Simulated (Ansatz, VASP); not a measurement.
CaC2: VASP beside Ansatz

```xyz
3
Lattice="1.9992 1.1542 3.7401 -1.9992 1.1542 3.7401 0.0000 -2.3085 3.7401" Properties=species:S:1:pos:R:3 pbc="T T T"
Ca    0.0000    0.0000    0.0000
C     0.0000    0.0000    6.2038
C     0.0000    0.0000    5.0164
```

Alike in both runs: task single point; functional LDA; k mesh 9 × 9 × 9; occupations gaussian, width 0.05 eV; no spin polarisation.

|  | VASP | Ansatz |
| --- | --- | --- |
| version | VASP 6.6.1 | Ansatz 0.2.0 |
| potentials or method | VASP PAW LDA potentials, release 64 (Ca_sv, C), cutoff 520 eV | scalar-relativistic, plane waves, PAW |
| valence electrons in the cell | 18 | 18 |

|  | VASP | Ansatz | Ansatz less VASP |
| --- | --- | --- | --- |
| gap on the k mesh at the Fermi level (eV) | 2.73 | 2.75 | +0.015 |
| least direct gap on the mesh (eV) | 3.92 | 3.93 | +0.008 |
| pressure (GPa) | 2.3 | 1.9 | -0.41 |
| traceless stress, the component that is largest in VASP (GPa) | 18.79 | 18.43 | -0.363 |
| rms of the force components (eV/Å) | 2.952 | 2.879 | -0.0729 |

LDA's correlation is that of Perdew and Zunger in VASP and of Perdew and Wang (1992) in Ansatz. Atom by atom the forces differ by 0.073 eV/Å (rms over components).
